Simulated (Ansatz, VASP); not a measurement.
# H2Se in VASP and in Ansatz

The input INCAR:

```
SYSTEM = H2Se
PREC = Accurate
ENCUT = 600
EDIFF = 1E-7
ISMEAR = 0
SIGMA = 0.1
LREAL = .False.
LASPH = .True.
NELM = 100
ALGO = Normal
ISIF = 3
LWAVE = .False.
LCHARG = .False.
GGA = PE
IBRION = 2
NSW = 100
EDIFFG = -0.01
```

Contents of KPOINTS:

```
Automatic mesh
0
Gamma
  6 6 12
  0 0 0
```

Contents of POSCAR:

```
H2Se
1.0
    5.9390670959      0.0000000000      0.0000000000
    0.0000000000      5.9390670959      0.0000000000
    0.0000000000      0.0000000000      2.9177143555
H Se
4 2
Direct
    0.3821647972      0.3821647972      0.0000000000
    0.1178352028      0.8821647972      0.5000000000
    0.6178352028      0.6178352028      0.0000000000
    0.8821647972      0.1178352028      0.5000000000
    0.0000000000      0.0000000000      0.0000000000
    0.5000000000      0.5000000000      0.5000000000
```

Input for Ansatz:

```yaml
crystal:
  lattice:
    - [5.9390670959, 0.0, 0.0]
    - [0.0, 5.9390670959, 0.0]
    - [0.0, 0.0, 2.9177143555]
  atoms:
    - { symbol: H, position: [0.3821647972, 0.3821647972, 0.0] }
    - { symbol: H, position: [0.1178352028, 0.8821647972, 0.5] }
    - { symbol: H, position: [0.6178352028, 0.6178352028, 0.0] }
    - { symbol: H, position: [0.8821647972, 0.1178352028, 0.5] }
    - { symbol: Se, position: [0.0, 0.0, 0.0] }
    - { symbol: Se, position: [0.5, 0.5, 0.5] }
basis:
  ecutwfc: 420
kpoints:
  mp_grid: { grid: [6, 6, 12] }
hamiltonian:
  xc: pbe
scf:
  occupations: { method: gaussian, width: 0.1 }
output:
  forces: true
  stress: true
  eigenvalues: true
  write_density: true
  write_potential: true
  elf: true
  volumetric_format: npy
relax:
  adjacent_minimum: "off"
  f_tol: 0.01
  max_steps: 80
  cell: { stress_tol: 0.05 }
```

Alike in both runs: task relaxation of cell and atoms; functional PBE; k mesh 6 × 6 × 12; occupations gaussian, width 0.1 eV; no spin polarisation.

```csv
,VASP,Ansatz
version,VASP 6.6.1,Ansatz 0.2.0
potentials or method,"VASP PAW PBE potentials, release 64 (H, Se), cutoff 600 eV","scalar-relativistic, plane waves, PAW"
valence electrons in the cell,16,36
```

VASP gave:

| Quantity | Value |
| --- | --- |
| gap on the k mesh at the Fermi level, each at its own relaxed structure (eV) | none |
| relaxed volume (Å³/atom) | 13.99 |
| relaxed cell length with the largest relative difference (Å) | 5.272 |

Task: Which values does Ansatz return?

Result: gap on the k mesh at the Fermi level, each at its own relaxed structure (eV): none; relaxed volume (Å³/atom): 14.13; relaxed cell length with the largest relative difference (Å): 5.299.

A gap of «none» marks a metal or a gap that the smearing closes. VASP's potentials hold 16 valence electrons a cell and Ansatz's 36, so a difference there can come from the potentials and not from the codes.

Noted on VASP's run: the volume moved by over 15 % at a fixed basis, so the end points are rough.
